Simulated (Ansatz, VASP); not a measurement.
# CuSi16: VASP beside Ansatz

```xyz
17
Lattice="0.0000 5.4300 5.4300 5.4300 0.0000 5.4300 5.4300 5.4300 0.0000" Properties=species:S:1:pos:R:3 pbc="T T T"
Si    0.0020    0.0003    0.0014
Si    1.3573    1.3593    1.3577
Si    2.7156    2.7141   -0.0006
Si    4.0714    4.0731    1.3492
Si    2.7136    0.0003    2.7130
Si    4.0722    1.3470    4.0728
Si    5.4473    2.6971    2.6978
Si    6.7958    4.0731    4.0736
Si   -0.0008    2.7149    2.7158
Si    1.3501    4.0725    4.0715
Si    2.6936    5.4509    2.6932
Si    4.0727    6.7933    4.0723
Si    2.6963    2.6952    5.4487
Si    4.0735    4.0725    6.7949
Si    5.4518    5.4509    5.4514
Si    6.7871    6.7883    6.7879
Cu    4.0680    4.0915    4.0768
```

Alike in both runs: functional PBE; k mesh 2 × 2 × 2; occupations gaussian, width 0.02 eV; collinear spin.

Ansatz relaxed the structure, and its values are those at the end. VASP's run is a single point on that final structure, the one shown.

|  | VASP | Ansatz |
| --- | --- | --- |
| version | VASP 6.6.1 | Ansatz 0.2.0 |
| potentials or method | VASP PAW PBE potentials, release 64 (Si, Cu), cutoff 520 eV | scalar-relativistic, plane waves, PAW |
| valence electrons in the cell | 75 | 83 |

```tsv
	VASP	Ansatz	Ansatz less VASP
rms of the force components (eV/Å)	0.006	0.006	-0.0002
net moment per atom (μB)	0.02	0.01	-0.001
size of the moment on the site where the two differ most (μB)	0.04	0.02	-0.012
```

Site moments also hang on the region over which each program counts them. VASP's potentials hold 75 valence electrons a cell and Ansatz's 83, so a difference there can come from the potentials and not from the codes. Ansatz's warnings: near symmetry operation missed by atoms.

The k mesh is coarse, so the values compare programs but aren't converged.
